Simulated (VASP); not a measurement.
Write the native input for VASP 6.6.1 that does the following.

* Task: relaxation of cell and atoms
* Functional: LDA
* Potentials or basis: VASP PAW LDA potentials, release 64 (Ir)
* Cutoff: 500 eV
* k mesh: 10 × 10 × 10
* Occupations: fermi-dirac, width 0.05 eV
* Spin: no spin polarisation
* Dipole correction: no
* Further INCAR settings: ALGO = Normal; EDIFF = 1e-07; IBRION = 2; EDIFFG = -0.01; NSW = 60; ISIF = 3

The structure of Ir lies in POSCAR:

```
Ir
1.0
    1.5200000000      1.5200000000      1.5200000000
   -1.5200000000      1.5200000000      1.5200000000
   -1.5200000000     -1.5200000000      1.5200000000
Ir
1
Direct
    0.0000000000      0.0000000000      0.0000000000
```

One way to write it, as run:

INCAR

```
SYSTEM = Ir
ALGO     = Normal         ! electronic algorithm
EDIFF    = 1E-7           ! SCF threshold, eV
EDIFFG   = -0.01          ! ionic threshold
ENCUT    = 500            ! plane-wave cutoff, eV
GGA      = CA             ! functional
GGA_COMPAT= .False.      
IBRION   = 2              ! ionic algorithm
ISIF     = 3              ! what is computed and relaxed
ISMEAR   = -1             ! smearing method
LASPH    = .True.         ! aspherical terms in the spheres
LCHARG   = .False.        ! write CHGCAR
LREAL    = .False.        ! projectors in reciprocal space
LWAVE    = .False.        ! write WAVECAR
NELM     = 120            ! most SCF steps
NELMIN   = 4            
NSW      = 60             ! ionic steps
PREC     = Accurate       ! precision mode
SIGMA    = 0.05           ! smearing width, eV
```

KPOINTS

```
k-points
0
Gamma
  10 10 10
  0 0 0
```

Potentials or basis: VASP PAW LDA potentials, release 64 (Ir).

Run with:

```sh
$ cat potpaw_LDA.64/Ir/POTCAR > POTCAR
$ mpirun -np 1 vasp_std > vasp.out
```

Results of the run:

```
Relaxed volume                         : 14.41 Å³/atom
Relaxed cell                           : a = 2.655 Å, b = 2.655 Å, c = 2.655 Å, α = 70.53°, β = 109.47°, γ = 70.53°
Space group after relaxing (to 0.05 Å) : Im-3m (No. 229)
Energy gained by relaxing              : 10.8 meV/atom
Ionic steps                            : 4
Pressure after relaxing                : 0.0 GPa
```

Run time: 25 s on 1 thread of Intel Xeon 8259CL, on a shared host, peak memory 0.13 GiB.
